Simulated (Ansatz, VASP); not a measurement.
## BN in VASP and in Ansatz

File INCAR:

```
SYSTEM = BN
  ALGO = Normal
  EDIFF = 1E-6
  ENCUT = 520
  GGA = PE
  ISIF = 2
  ISMEAR = 0
  LASPH = .True.
  LCHARG = .False.
  LREAL = .False.
  LWAVE = .False.
  NBANDS = 26
  NELM = 60
  PREC = Accurate
  SIGMA = 0.05
```

Contents of KPOINTS:

```
k-points
0
Gamma
  6 6 10
  0 0 0
```

Contents of POSCAR:

```
BN
1.0
    4.2900000000      0.0000000000      0.0000000000
    0.0000000000      4.2900000000      0.0000000000
    0.0000000000      0.0000000000      2.3962000000
B N
4 4
Direct
    0.1742811368      0.8257188632      0.5000000000
    0.3257188632      0.3257188632      0.0000000000
    0.6742811368      0.6742811368      0.0000000000
    0.8257188632      0.1742811368      0.5000000000
    0.8126115048      0.8126115048      0.5000000000
    0.3126115048      0.6873884952      0.0000000000
    0.6873884952      0.3126115048      0.0000000000
    0.1873884952      0.1873884952      0.5000000000
```

Input for Ansatz:

```yaml
crystal:
  lattice:
    - [4.29, 0.0, 0.0]
    - [0.0, 4.29, 0.0]
    - [0.0, 0.0, 2.3962]
  atoms:
    - { symbol: B, position: [0.1742811368, 0.8257188632, 0.5] }
    - { symbol: B, position: [0.3257188632, 0.3257188632, 0.0] }
    - { symbol: B, position: [0.6742811368, 0.6742811368, 0.0] }
    - { symbol: B, position: [0.8257188632, 0.1742811368, 0.5] }
    - { symbol: "N", position: [0.8126115048, 0.8126115048, 0.5] }
    - { symbol: "N", position: [0.3126115048, 0.6873884952, 0.0] }
    - { symbol: "N", position: [0.6873884952, 0.3126115048, 0.0] }
    - { symbol: "N", position: [0.1873884952, 0.1873884952, 0.5] }
basis:
  ecutwfc: 520.0
kpoints:
  mp_grid: { grid: [6, 6, 10] }
hamiltonian:
  xc: pbe
  pseudopotentials: { kind: paw, azcp: { folder: soft_1 } }
scf:
  occupations: { method: gaussian, width: 0.05 }
output:
  forces: true
  stress: true
  eigenvalues: true
```

Alike in both runs: task single point; functional PBE; k mesh 6 × 6 × 10; occupations gaussian, width 0.05 eV; no spin polarisation.

|  | VASP | Ansatz |
| --- | --- | --- |
| version | VASP 6.6.1 | Ansatz 0.2.0 |
| potentials or method | VASP PAW PBE potentials, release 64 (B, N), cutoff 520 eV | scalar-relativistic, plane waves, PAW |
| valence electrons in the cell | 32 | 32 |

|  | VASP | Ansatz | Ansatz less VASP |
| --- | --- | --- | --- |
| gap on the k mesh at the Fermi level (eV) | 4.75 | 4.77 | +0.019 |
| least direct gap on the mesh (eV) | 6.02 | 6.04 | +0.019 |
| rms of the force components (eV/Å) | 0.192 | 0.192 | -0.0005 |

Atom by atom the forces differ by 0.002 eV/Å (rms over components).
